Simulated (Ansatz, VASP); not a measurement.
**CdTe: VASP beside Ansatz**

File POSCAR:

```
CdTe
1.0
    0.0000000000      3.1267079752      3.1267079752
    3.1267079752      0.0000000000      3.1267079752
    3.1267079752      3.1267079752      0.0000000000
Cd Te
1 1
Direct
    0.0000000000      0.0000000000      0.0000000000
    0.5000000000      0.5000000000      0.5000000000
```

Contents of INCAR.step1:

```
PREC = Accurate
ENCUT = 520
ISMEAR = -1
SIGMA = 0.03
LREAL = F
LASPH = T
NELM = 80
NBANDS = 16
GGA = PE
ALGO = Normal
EDIFF = 1E-4
LWAVE = T
LCHARG = F
```

File INCAR.step2:

```
PREC = Accurate
ENCUT = 520
EDIFF = 1E-8
ISMEAR = -1
SIGMA = 0.03
LREAL = F
LASPH = T
NELM = 80
ALGO = Normal
ISIF = 2
LWAVE = F
LCHARG = F
METAGGA = R2SCAN
LMIXTAU = T
LEFG = T
NBANDS = 16
ISTART = 1
```

KPOINTS

```
Automatic mesh
0
Gamma
  10 10 10
```

Input for Ansatz:

```yaml
crystal:
  lattice:
    - [0.0, 3.1267079752, 3.1267079752]
    - [3.1267079752, 0.0, 3.1267079752]
    - [3.1267079752, 3.1267079752, 0.0]
  atoms:
    - { symbol: Cd, position: [0.0, 0.0, 0.0] }
    - { symbol: Te, position: [0.5, 0.5, 0.5] }
kpoints:
  mp_grid: { grid: [10, 10, 10] }
scf:
  occupations: { method: fermi_dirac, width: 0.03 }
hamiltonian:
  xc: r2scan
  pseudopotentials: { kind: paw }
output:
  forces: true
  stress: true
  eigenvalues: true
  efg: { contact_densities: true }
```

Change from the starting cell: volume scaled by 1.06, PAW files.

Alike in both runs: task electric field gradients; functional r2SCAN; k mesh 10 × 10 × 10; occupations fermi-dirac, width 0.03 eV; no spin polarisation.

```csv
,VASP,Ansatz
version,VASP 6.6.1,Ansatz 0.2.0
potentials or method,"VASP PAW PBE potentials, release 64 (Cd, Te)","PAW with Ansatz's default frozen-core files, scalar-relativistic"
plane-wave cutoff (eV),520,500
valence electrons in the cell,18,36
```

|  | VASP | Ansatz | Ansatz less VASP |
| --- | --- | --- | --- |
| pressure (GPa) | -3.5 | -3.6 | -0.13 |

VASP's potentials were made for PBE, not for r2SCAN. The functional is the same, so the differences come from potentials, cutoffs and numerics. VASP's potentials hold 18 valence electrons a cell and Ansatz's 36, so a difference there can come from the potentials and not from the codes.

Neither program's run includes spin-orbit coupling.
